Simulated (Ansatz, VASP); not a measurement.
## One calculation of C, two programs

Contents of INCAR:

```
SYSTEM = C
  PREC = Accurate
  ENCUT = 520
  EDIFF = 1E-6
  ISMEAR = 0
  SIGMA = 0.15
  LREAL = .FALSE.
  LASPH = .TRUE.
  NELM = 60
  ALGO = Normal
  ISIF = 2
  LWAVE = .FALSE.
  LCHARG = .TRUE.
  GGA = PE
  IVDW = 12
  LELF = .TRUE.
  LVHAR = .TRUE.
  NBANDS = 16
```

Contents of KPOINTS:

```
regular mesh
0
G
  18 12 10
  0 0 0
```

Contents of POSCAR:

```
C
1.0
   -2.4646600698      0.0000000000      0.0000000000
    0.0000000000      0.0000000000     -3.5719696368
    0.0000000000     -4.2689164642      0.0000000000
C
4
Direct
    0.5000000000      0.0000000000      0.1779107377
    0.0000000000      0.0000000000      0.6666666667
    0.0000000000      0.0000000000      0.3220892623
    0.5000000000      0.0000000000      0.8333333333
```

Input for Ansatz:

```yaml
crystal:
  lattice:
    - [-2.4646600698, 0.0, 0.0]
    - [0.0, 0.0, -3.5719696368]
    - [0.0, -4.2689164642, 0.0]
  atoms:
    - { symbol: C, position: [0.5, 0.0, 0.1779107377] }
    - { symbol: C, position: [0.0, 0.0, 0.6666666667] }
    - { symbol: C, position: [0.0, 0.0, 0.3220892623] }
    - { symbol: C, position: [0.5, 0.0, 0.8333333333] }
basis:
  ecutwfc: 520.0
kpoints:
  mp_grid: { grid: [18, 12, 10] }
hamiltonian:
  xc: pbe
  pseudopotentials: { kind: paw, azcp: { folder: soft_1 } }
  dispersion: d3bj
scf:
  occupations: { method: gaussian, width: 0.15 }
output:
  forces: true
  stress: true
  eigenvalues: true
  write_density: true
  write_potential: true
  elf: true
  volumetric_format: npy
```

Change from the starting cell: mode 8 frozen in at -0.024 Å and mode 12 at -0.024 Å (largest displacements).

Alike in both runs: task single point; functional PBE; dispersion D3(BJ); k mesh 18 × 12 × 10; occupations gaussian, width 0.15 eV; no spin polarisation.

|  | VASP | Ansatz |
| --- | --- | --- |
| version | VASP 6.6.1 | Ansatz 0.2.0 |
| potentials or method | VASP PAW PBE potentials, release 64 (C), cutoff 520 eV | scalar-relativistic, plane waves, PAW |
| valence electrons in the cell | 16 | 16 |

VASP gave:

```
gap on the k mesh at the Fermi level (eV)                     : none
pressure (GPa)                                                : 1.7
traceless stress, the component that is largest in VASP (GPa) : 6.21
rms of the force components (eV/Å)                            : 1.798
```

Estimate Ansatz's values.

gap on the k mesh at the Fermi level (eV): none; pressure (GPa): 1.3; traceless stress, the component that is largest in VASP (GPa): 5.90; rms of the force components (eV/Å): 1.800.

Atom by atom the forces differ by 0.004 eV/Å (rms over components). A gap of «none» marks a metal or a gap that the smearing closes.
